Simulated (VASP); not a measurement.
Here is a VASP 6.6.1 calculation.

File INCAR:

```
PREC = Accurate
ENCUT = 600
EDIFF = 1E-6
ISMEAR = 0
SIGMA = 0.2
LREAL = F
LASPH = T
NELM = 150
ALGO = Normal
ISIF = 3
LWAVE = F
LCHARG = F
ISPIN = 2
MAGMOM = 0 0 2 2 0 0 0
LORBIT = 11
LMAXMIX = 4
GGA = PE
IBRION = 2
NSW = 36
EDIFFG = -0.08
```

The input KPOINTS:

```
regular mesh
0
Gamma
  3 3 2
```

Contents of POSCAR:

```
Na2V2Te3
1.0
    5.1352826800      0.0000000000      0.0000000000
    0.0000000000      5.1352826800      0.0000000000
    0.0000000000      0.0000000000      7.5446803100
Na V Te
2 2 3
Direct
    0.0000000000      0.5000000000      0.0000000000
    0.5000000000      0.0000000000      0.0000000000
    0.0000000000      0.5000000000      0.5000000000
    0.5000000000      0.0000000000      0.5000000000
    0.5000000000      0.5000000000      0.2487687500
    0.5000000000      0.5000000000      0.7512312500
    0.0000000000      0.0000000000      0.0000000000
```

Potentials or basis: VASP PAW PBE potentials, release 64 (Na_pv, V_sv, Te).

The run is started by

```sh
$ cat potpaw_PBE.64/Na_pv/POTCAR potpaw_PBE.64/V_sv/POTCAR potpaw_PBE.64/Te/POTCAR > POTCAR
$ mpirun -np 1 vasp_std > vasp.out
```

**Question.** Estimate the net moment.

**Answer.** 6.97 μB per cell.

**Question.** Predict the relaxed volume.

**Answer.** 28.54 Å³/atom.

**Question.** Predict the site moments.

**Answer.** Na +0.00; V +2.93; Te -0.08, -0.09 (each value once) μB.

**Question.** What does it give for the space group after relaxing (to 0.1 Å)?

**Answer.** P4/mmm (No. 123).

Final structure:
```xyz
7
Lattice="5.3408 0.0000 0.0000 0.0000 5.3408 0.0000 0.0000 0.0000 7.0044" Properties=species:S:1:pos:R:3 pbc="T T T"
Na    0.0000    2.6704    0.0000
Na    2.6704    0.0000    0.0000
V     0.0000    2.6704    3.5022
V     2.6704    0.0000    3.5022
Te    2.6704    2.6704    1.9576
Te    2.6704    2.6704    5.0468
Te    0.0000    0.0000    0.0000
```

Caveat: the k points lie up to 0.45 Å⁻¹ apart in the final cell.
